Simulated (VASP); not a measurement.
# Ta (Im-3m) in VASP: notebook, part 2 of 2

VASP 6.6.1. Earlier steps stand in the parts before.

**5. Relaxation of cell and atoms, PBEsol+D3(BJ)**

Contents of INCAR:

```
  PREC = Accurate
  ENCUT = 500
  EDIFF = 1E-7
  ISMEAR = 0
  SIGMA = 0.1
  LREAL = F
  LASPH = T
  NELM = 120
  ALGO = Normal
  ISIF = 3
  LWAVE = F
  LCHARG = F
  GGA = PS
  IVDW = 12
  IBRION = 2
  NSW = 100
  EDIFFG = -0.002
  GGA_COMPAT = F
  NELMIN = 4
```

Contents of KPOINTS:

```
Automatic mesh
0
Gamma
  18 18 18
```

Contents of POSCAR:

```
Ta
1.0
   -1.6188802514      1.6188802514      1.6188802514
    1.6188802514     -1.6188802514      1.6188802514
    1.6188802514      1.6188802514     -1.6188802514
Ta
1
Direct
    0.0000000000      0.0000000000      0.0000000000
```

Potentials or basis: VASP PAW PBE potentials, release 64 (Ta_pv).

Started as:

```bash
cat potpaw_PBE.64/Ta_pv/POTCAR > POTCAR
mpirun -np 1 vasp_std > vasp.out
```

OUTCAR:

```text
PREC = Accurate
   ENCUT = 500
   EDIFF = 1E-7
   ISMEAR = 0
   LREAL = F
   LASPH = T
   NELM = 120
   ISIF = 3
   GGA = PS
   IVDW = 12
   IBRION = 2
   NSW = 100
   EDIFFG = -0.002
   NELMIN = 4
 IVDW          = 12

 ion  position               nearest neighbor table
   1  0.000  0.000  0.000-

  LATTYP: Found a body centered cubic cell.
 ALAT       =     3.2377605028

  Lattice vectors:

 A1 = (  -1.6188802514,   1.6188802514,   1.6188802514)
 A2 = (   1.6188802514,  -1.6188802514,   1.6188802514)
 A3 = (   1.6188802514,   1.6188802514,  -1.6188802514)

Analysis of symmetry for initial positions (statically):
=====================================================================
 Subroutine PRICEL returns:
 Original cell was already a primitive cell.

 Routine SETGRP: Setting up the symmetry group for a
 body centered cubic supercell.

 Subroutine GETGRP returns: Found 48 space group operations
 (whereof 48 operations were pure point group operations)
 out of a pool of 48 trial point group operations.

The static configuration has the point symmetry O_h .

Analysis of symmetry for dynamics (positions and initial velocities):
[... 149 lines left out ...]

 number of electron      10.9999999 magnetization

 Free energy of the ion-electron system (eV)
  ---------------------------------------------------
  ext. energy  EPLUGINS =         0.00000000
  ---------------------------------------------------
  free energy    TOTEN  =       -12.53597359 eV

  energy without entropy =      -12.53048148  energy(sigma->0) =      -12.53322753

------------------------ aborting loop because EDIFF is reached ----------------------------------------

 Edisp (eV)   -0.77292

 E8    (eV) :    -0.5744
[... 69 lines left out ...]
--------------------------------------- Ionic step        3  -------------------------------------------

 number of electron      11.0000000 magnetization

 Free energy of the ion-electron system (eV)
  ---------------------------------------------------
  ext. energy  EPLUGINS =         0.00000000
  ---------------------------------------------------
  free energy    TOTEN  =       -12.54273151 eV

  energy without entropy =      -12.53716720  energy(sigma->0) =      -12.53994936

 E-fermi :   5.7471     XC(G=0): -12.9952

 val. band max:        5.7406626921   @ k =  -0.2778   0.3889   0.1111
 cond. band min:       5.7509865632   @ k =  -0.2222   0.2222   0.0556
 fundamental gap:      0.0103238711
 Fermi energy:         5.7471357327

 k-point     1 :       0.0000    0.0000    0.0000
  band No.  band energies     occupation
      1     -27.0699      2.00000
      2     -27.0699      2.00000
      3     -27.0699      2.00000
      4      -2.3808      2.00000
      5       6.4626      0.00000
      6       6.4626      0.00000
      7       6.4626      0.00000
      8       9.9204      0.00000
      9       9.9204      0.00000
[... 265 lines left out ...]
 k-point    24 :       0.3889    0.1111    0.0000
  band No.  band energies     occupation
      1     -28.3808      2.00000
      2     -27.5565      2.00000
      3     -27.1421      2.00000
      4       1.5499      2.00000
      5       4.1703      2.00000
      6       6.5715      0.00000
      7       9.6888      0.00000
      8      11.0876      0.00000
      9      14.1677      0.00000

 [... further k-points ...]

------------------------ aborting loop because EDIFF is reached ----------------------------------------

 Edisp (eV)   -0.76689

 E8    (eV) :    -0.5699
[... 24 lines left out ...]
  FREE ENERGIE OF THE ION-ELECTRON SYSTEM (eV)
  ---------------------------------------------------
  free  energy   TOTEN  =       -13.3096220799 eV

  energy  without entropy=      -13.3040577640  energy(sigma->0) =      -13.30683992

 reached required accuracy - stopping structural energy minimisation
```

OSZICAR:

```text
N       E                     dE             d eps       ncg     rms          rms(c)
DAV:   1     0.447195571473E+02    0.44720E+02   -0.64833E+03  3510   0.115E+03
DAV:   2    -0.123877816503E+02   -0.57107E+02   -0.56207E+02  4448   0.246E+02
DAV:   3    -0.129973235355E+02   -0.60954E+00   -0.59624E+00  4031   0.259E+01
[... 20 lines left out ...]
DAV:   2    -0.125470043351E+02    0.18692E-01   -0.24884E-02  3578   0.206E+00    0.489E-01
DAV:   3    -0.125426550057E+02    0.43493E-02   -0.13819E-02  3631   0.147E+00    0.188E-01
DAV:   4    -0.125427318211E+02   -0.76815E-04   -0.17871E-04  4167   0.150E-01    0.177E-02
DAV:   5    -0.125427313843E+02    0.43676E-06   -0.14495E-05  3665   0.460E-02    0.103E-02
DAV:   6    -0.125427315152E+02   -0.13093E-06   -0.29973E-07  3677   0.698E-03    0.613E-04
DAV:   7    -0.125427315137E+02    0.15414E-08   -0.19568E-09  1849   0.630E-04
   3 F= -.13309622E+02 E0= -.13306840E+02  d E =-.724579E-03
```

It took 19 s on 1 thread of Intel Xeon 6975P-C (Granite Rapids), shared host; peak memory 0.16 GiB.

Results:

- Free energy: -13.3096 eV
- Relaxed volume: 17.10 Å³/atom
- Relaxed cell: a = 2.811 Å, b = 2.811 Å, c = 2.811 Å, α = 109.47°, β = 109.47°, γ = 109.47°
- Space group after relaxing (to 0.1 Å): Im-3m (No. 229)
- Energy gained by relaxing: 0.7 meV/atom
- Ionic steps: 3
- Pressure after relaxing: 0.0 GPa
- Band gap on the k mesh: zero (an odd number of electrons rules out a gap without spin polarisation)
- Dispersion energy per atom: -0.767 eV

The path:
| step | energy change (eV) | largest force (eV/Å) | pressure (GPa) | volume (Å³) |
| --- | --- | --- | --- | --- |
| 1 | 0.0000 | 0.0000 | 1.77 | 16.97 |
| 2 | 0.0037 | 0.0000 | -4.14 | 17.44 |
| 3 | -0.0007 | 0.0000 | 0.00 | 17.10 |

Final structure:
```xyz
1
Lattice="-1.6231 1.6231 1.6231 1.6231 -1.6231 1.6231 1.6231 1.6231 -1.6231" Properties=species:S:1:pos:R:3 pbc="T T T"
Ta    0.0000    0.0000    0.0000
```

Caveat: the PAW data sets were made with another functional, which shifts forces and pressure a little; spin-orbit coupling is left out, which moves the levels of the heavy elements.

**6. Summary**

```csv
task,cell,k mesh,gap on the mesh (eV),pressure (GPa),relaxed volume (Å³/atom)
single point,"a = 2.804 Å, angles 109.5°, 1 atom",8 × 8 × 8,none,0.4,-
relaxation of cell and atoms,"relaxed from a = 2.841 Å, angles 109.5°, 1 atom",8 × 8 × 8,none,-0.4,17.02
single point,"a = 2.810 Å, angles 109.5°, 1 atom",18 × 18 × 18,none,0.3,-
relaxation of cell and atoms,"relaxed from a = 2.804 Å, angles 109.5°, 1 atom",18 × 18 × 18,none,0.0,17.10
```

Alike in all rows: level PBEsol+D3(BJ); potentials or basis VASP PAW PBE potentials, release 64 (Ta_pv); no spin polarisation; cutoff (eV) 500; smearing gaussian 0.1 eV.

Caveats: the PAW data sets were made with another functional, which shifts forces and pressure a little; spin-orbit coupling is left out, which moves the levels of the heavy elements.

Absolute energies hang on the potentials; compare differences alone.
